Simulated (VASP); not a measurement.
# WS2 (P6_3/mmc) in VASP: a series of runs, part 2 of 2

VASP 6.6.1. Earlier steps stand in the parts before.

## Step 3: Single point, PBE+D3(BJ) (16.39 Å³/atom)

This run uses another cell than the first one, of 16.39 Å³/atom.

Contents of INCAR:

```
  PREC = Accurate
  ENCUT = 500
  EDIFF = 1E-6
  ISMEAR = 0
  SIGMA = 0.02
  LREAL = F
  LASPH = T
  NELM = 120
  ALGO = Normal
  ISIF = 2
  LWAVE = F
  LCHARG = F
  GGA = PE
  IVDW = 12
  NBANDS = 35
  GGA_COMPAT = F
```

Contents of KPOINTS:

```
regular mesh
0
Gamma
  12 12 4
```

Contents of POSCAR:

```
WS2
1.0
    3.1199239845      0.0000000000      0.0000000000
   -1.5599619922      2.7019334285      0.0000000000
    0.0000000000      0.0000000000     11.6638030421
W S
2 4
Direct
    0.3333333333      0.6666666667      0.2500000000
    0.6666666667      0.3333333333      0.7500000000
    0.3333333333      0.6666666667      0.6146982925
    0.6666666667      0.3333333333      0.1146982925
    0.3333333333      0.6666666667      0.8853017075
    0.6666666667      0.3333333333      0.3853017075
```

Potentials or basis: VASP PAW PBE potentials, release 64 (W_sv, S).

Launch:

```sh
> cat potpaw_PBE.64/W_sv/POTCAR potpaw_PBE.64/S/POTCAR > POTCAR
> mpirun -np 1 vasp_std > vasp.out
```

OUTCAR:

```text
PREC = Accurate
   ENCUT = 500
   EDIFF = 1E-6
   ISMEAR = 0
   LREAL = F
   LASPH = T
   NELM = 120
   ISIF = 2
   GGA = PE
   IVDW = 12
 IVDW          = 12

 ion  position               nearest neighbor table
   1  0.333  0.667  0.250-   4 2.39   6 2.39   4 2.39   6 2.39   4 2.39   6 2.39
   2  0.667  0.333  0.750-   3 2.39   5 2.39   3 2.39   5 2.39   3 2.39   5 2.39
   3  0.333  0.667  0.615-   2 2.39   2 2.39   2 2.39
   4  0.667  0.333  0.115-   1 2.39   1 2.39   1 2.39
   5  0.333  0.667  0.885-   2 2.39   2 2.39   2 2.39
   6  0.667  0.333  0.385-   1 2.39   1 2.39   1 2.39

  LATTYP: Found a hexagonal cell.
 ALAT       =     3.1199239845
 C/A-ratio  =     3.7384894953

  Lattice vectors:

 A1 = (   3.1199239845,   0.0000000000,   0.0000000000)
 A2 = (  -1.5599619922,   2.7019334285,   0.0000000000)
 A3 = (   0.0000000000,   0.0000000000,  11.6638030421)

Analysis of symmetry for initial positions (statically):
=====================================================================
 Subroutine PRICEL returns:
 Original cell was already a primitive cell.

 Routine SETGRP: Setting up the symmetry group for a
 hexagonal supercell.

 Subroutine GETGRP returns: Found 24 space group operations
 (whereof 12 operations were pure point group operations)
 out of a pool of 24 trial point group operations.

The static configuration has the point symmetry D_3d.
 The point group associated with its full space group is D_6h.

Analysis of symmetry for dynamics (positions and initial velocities):
=====================================================================
 Subroutine PRICEL returns:
 Original cell was already a primitive cell.

 Routine SETGRP: Setting up the symmetry group for a
 hexagonal supercell.

 Subroutine GETGRP returns: Found 24 space group operations
 (whereof 12 operations were pure point group operations)
 out of a pool of 24 trial point group operations.

The dynamic configuration has the point symmetry D_3d.
 The point group associated with its full space group is D_6h.

 Subroutine INISYM returns: Found 24 space group operations
 (whereof 12 operations are pure point group operations),
 and found     1 'primitive' translations

----------------------------------------------------------------------------------------

                                     Primitive cell

  volume of cell :      98.3238

  direct lattice vectors                    reciprocal lattice vectors
     3.119923985  0.000000000  0.000000000     0.320520630  0.185052672  0.000000000
    -1.559961992  2.701933428  0.000000000     0.000000000  0.370105344  0.000000000
     0.000000000  0.000000000 11.663803042     0.000000000  0.000000000  0.085735330

  length of vectors
     3.119923985  3.119923985 11.663803042     0.370105344  0.370105344  0.085735330

  position of ions in fractional coordinates (direct lattice)
     0.333333333  0.666666667  0.250000000
     0.666666667  0.333333333  0.750000000
     0.333333333  0.666666667  0.614698293
     0.666666667  0.333333333  0.114698293
     0.333333333  0.666666667  0.885301707
     0.666666667  0.333333333  0.385301707

  ion indices of the primitive-cell ions
   primitive index   ion index
                 1           1
                 2           2
                 3           3
                 4           4
                 5           5
                 6           6

[... 33 lines left out ...]
  0.416667 -0.000000  0.000000      6.000000
[... 16 lines left out ...]
  0.250000 -0.000000  0.250000     12.000000
  0.333333  0.000000  0.250000     12.000000
 [... further k-points ...]
   k-points           NKPTS =     57   k-points in BZ     NKDIM =     57   number of bands    NBANDS=     35
   number of dos      NEDOS =    301   number of ions     NIONS =      6
   total plane-waves  NPLWV =  51840
   dimension x,y,z NGX =    24 NGY =   24 NGZ =   90
   dimension x,y,z NGXF=    48 NGYF=   48 NGZF=  180
   ions per type =               2   4
   NGX,Y,Z   is equivalent  to a cutoff of  12.79, 12.79, 12.83 a.u.
   NGXF,Y,Z  is equivalent  to a cutoff of  25.58, 25.58, 25.66 a.u.
 SYSTEM =  unknown system
   PREC   = accura    normal or accurate (medium, high low for compatibility)
   ISTART =      0    job   : 0-new  1-cont  2-samecut
   ICHARG =      2    charge: 1-file 2-atom 10-const
   ISPIN  =      1    spin polarized calculation?
   LNONCOLLINEAR =      F non collinear calculations
   LSORBIT =      F    spin-orbit coupling
   LASPH  =      T    aspherical Exc in radial PAW
   ENCUT  =  500.0 eV  36.75 Ry    6.06 a.u.   5.69  5.69 21.27*2*pi/ulx,y,z
   NELM   =    120;   NELMIN=  2; NELMDL= -5     # of ELM steps
   EDIFF  = 0.1E-05   stopping-criterion for ELM
   LREAL  =      F    real-space projection
   EDIFFG = 0.1E-04   stopping-criterion for IOM
   NSW    =      0    number of steps for IOM
   IBRION =     -1    ionic relax: 0-MD 1-quasi-New 2-CG
   NFREE  =      0    steps in history (QN), initial steepest desc. (CG)
   ISIF   =      2    stress and relaxation
   ISYM   =      2    0-nonsym 1-usesym 2-fastsym
   POTIM  = 0.5000    time-step for ionic-motion
   TEBEG  =    0.0;   TEEND  =   0.0 temperature during run
   PSTRESS=    0.0 pullay stress
   NELECT =      52.0000    total number of electrons
   NUPDOWN=      -1.0000    fix difference up-down
   EMIN   =  10.00;   EMAX   =-10.00  energy-range for DOS
   EFERMI =   0.00;   METHOD = LEGACY
   ISMEAR =     0;   SIGMA  =   0.02  broadening in eV -4-tet -1-fermi 0-gaus
   EFERMI_NEDOS =   21; number of points for ismear=-14 and -15
   IALGO  =     38    algorithm
   IMIX   =      4    mixing-type and parameters
     AMIX     =   0.40;   BMIX     =  1.00
     AMIX_MAG =   1.60;   BMIX_MAG =  1.00
  volume/ion in A,a.u.               =      16.39       110.59
  Fermi-wavevector in a.u.,A,eV,Ry     =   1.323904  2.501815 23.847210  1.752721
  Thomas-Fermi vector in A             =   2.453477
   LORBIT       =      0    0 simple, 1 ext, 2 COOP (PROOUT), +10 PAW based schemes
   GGA     = PE    functional components
   LHFCALC =     F    Hartree Fock is set to
   AEXX    =    0.0000 exact exchange contribution
   IVDW    =    12    specifies the selected vdW correction
   LEPSILON=     F    determine dielectric tensor
   LRPA    =     F    only Hartree local field effects (RPA)
 non-spin polarized calculation
 Gauss-broadening in eV      SIGMA  =   0.02
  energy-cutoff  :      500.00
  volume of cell :       98.32
 maximum number of plane-waves:      2515
 NGX is ok and might be reduce to    24
   NGX = 11   NGY = 11   NGZ = 43

 number of electron      51.9999994 magnetization

 Free energy of the ion-electron system (eV)
  ---------------------------------------------------
  ext. energy  EPLUGINS =         0.00000000
  ---------------------------------------------------
  free energy    TOTEN  =       -46.93181201 eV

  energy without entropy =      -46.93181201  energy(sigma->0) =      -46.93181201

 E-fermi :   8.7963     XC(G=0): -11.4738

 val. band max:        8.6791549784   @ k =   0.0000   0.0000   0.0000
 cond. band min:       9.3413443273   @ k =   0.1667   0.1667   0.0000
 fundamental gap:      0.6621893489
 Fermi energy:         8.7962533863

 k-point     1 :       0.0000    0.0000    0.0000
  band No.  band energies     occupation
      1     -66.0508      2.00000
      2     -66.0507      2.00000
      3     -30.3391      2.00000
      4     -30.3390      2.00000
      5     -30.1245      2.00000
      6     -30.1245      2.00000
[... 901 lines left out ...]
     34      12.7047      0.00000
     35      14.2481      0.00000

 [... further k-points ...]

------------------------ aborting loop because EDIFF is reached ----------------------------------------

 Edisp (eV)   -2.79114

 E8    (eV) :    -1.1744

  FORCE on cell =-STRESS in cart. coord.  units (eV):
  Direction    XX          YY          ZZ          XY          YZ          ZX
  --------------------------------------------------------------------------------------
  -------------------------------------------------------------------------------------
  Total       2.61261     2.61261     2.59633     0.00000     0.00000     0.00000
  in kB      42.57219    42.57219    42.30695     0.00000     0.00000     0.00000
  external pressure =       42.48 kB  Pullay stress =        0.00 kB

 VOLUME and BASIS-vectors are now :
 -----------------------------------------------------------------------------
  energy-cutoff  :      500.00
  volume of cell :       98.32
      direct lattice vectors                 reciprocal lattice vectors
     3.119923985  0.000000000  0.000000000     0.320520630  0.185052672  0.000000000
    -1.559961992  2.701933428  0.000000000     0.000000000  0.370105344  0.000000000
     0.000000000  0.000000000 11.663803042     0.000000000  0.000000000  0.085735330

 POSITION                                       TOTAL-FORCE (eV/Angst)
 -----------------------------------------------------------------------------------
     -0.00000      1.80129      2.91595        -0.000000      0.000000      0.000000
      1.55996      0.90064      8.74785         0.000000     -0.000000      0.000000
     -0.00000      1.80129      7.16972        -0.000000      0.000000      0.001428
      1.55996      0.90064      1.33782        -0.000000     -0.000000      0.001428
     -0.00000      1.80129     10.32598         0.000000      0.000000     -0.001428
      1.55996      0.90064      4.49408         0.000000     -0.000000     -0.001428
 -----------------------------------------------------------------------------------
    total drift:                               -0.000000      0.000000     -0.000000

  FREE ENERGIE OF THE ION-ELECTRON SYSTEM (eV)
  ---------------------------------------------------
  free  energy   TOTEN  =       -49.7229542730 eV

  energy  without entropy=      -49.7229542730  energy(sigma->0) =      -49.72295427
```

It took 1.9 min on 1 thread of AMD EPYC 9R45 (Zen 5), shared host; peak memory 0.28 GiB.

Results:

```
Free energy                : -49.7230 eV
Pressure                   : 4.2 GPa
Band gap on the k mesh     : 0.66 eV (least direct gap 1.92 eV)
Dispersion energy per atom : -0.465 eV
```

Caveat: the cell stands under pressure; spin-orbit coupling is left out, which moves the levels of the heavy elements.
